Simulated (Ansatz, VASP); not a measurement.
Two plane-wave programs on MgS

The input INCAR:

```
ALGO     = Normal         # electronic algorithm
EDIFF    = 1E-6           # SCF threshold, eV
ENCUT    = 600            # plane-wave cutoff, eV
GGA      = PE             # functional
GGA_COMPAT= False        
ISIF     = 2              # what is computed and relaxed
ISMEAR   = 0              # smearing method
ISYM     = 0            
LASPH    = True           # aspherical terms in the spheres
LCHARG   = False          # write CHGCAR
LREAL    = False          # projectors in reciprocal space
LWAVE    = False          # write WAVECAR
NBANDS   = 11             # bands
NELM     = 120            # most SCF steps
PREC     = Accurate       # precision mode
SIGMA    = 0.02           # smearing width, eV
```

Contents of KPOINTS:

```
k-points
0
Gamma
  8 8 8
```

POSCAR

```
MgS
1.0
    0.0000000000      2.8486070147      2.8486070147
    2.8486070147      0.0000000000      2.8486070147
    2.8486070147      2.8486070147      0.0000000000
Mg S
1 1
Direct
    0.0000000000      0.0000000000      0.0000000000
    0.2500000000      0.2500000000      0.2500000000
```

Input for Ansatz:

```yaml
crystal:
  lattice:
    - [0.0, 2.8486070147, 2.8486070147]
    - [2.8486070147, 0.0, 2.8486070147]
    - [2.8486070147, 2.8486070147, 0.0]
  atoms:
    - { symbol: Mg, position: [0.0, 0.0, 0.0] }
    - { symbol: S, position: [0.25, 0.25, 0.25] }
  symmetry: { detect: false }
basis:
  ecutwfc: 420
kpoints:
  mp_grid: { grid: [8, 8, 8] }
hamiltonian:
  xc: pbe
scf:
  occupations: { method: gaussian, width: 0.02 }
output:
  forces: true
  eigenvalues: true
  stress: true
```

Alike in both runs: task single point; functional PBE; k mesh 8 × 8 × 8; occupations gaussian, width 0.02 eV; no spin polarisation.

```csv
,VASP,Ansatz
version,VASP 6.6.1,Ansatz 0.2.0
potentials or method,"VASP PAW PBE potentials, release 64 (Mg, S), cutoff 600 eV","scalar-relativistic, plane waves, PAW"
valence electrons in the cell,8,16
```

Ansatz gave:

| Property | Result |
| --- | --- |
| gap on the k mesh at the Fermi level (eV) | 3.37 |
| pressure (GPa) | 0.0 |

Task: Which values does VASP return?

Result: gap on the k mesh at the Fermi level (eV): 3.37; pressure (GPa): -0.1.

VASP's potentials hold 8 valence electrons a cell and Ansatz's 16, so a difference there can come from the potentials and not from the codes.
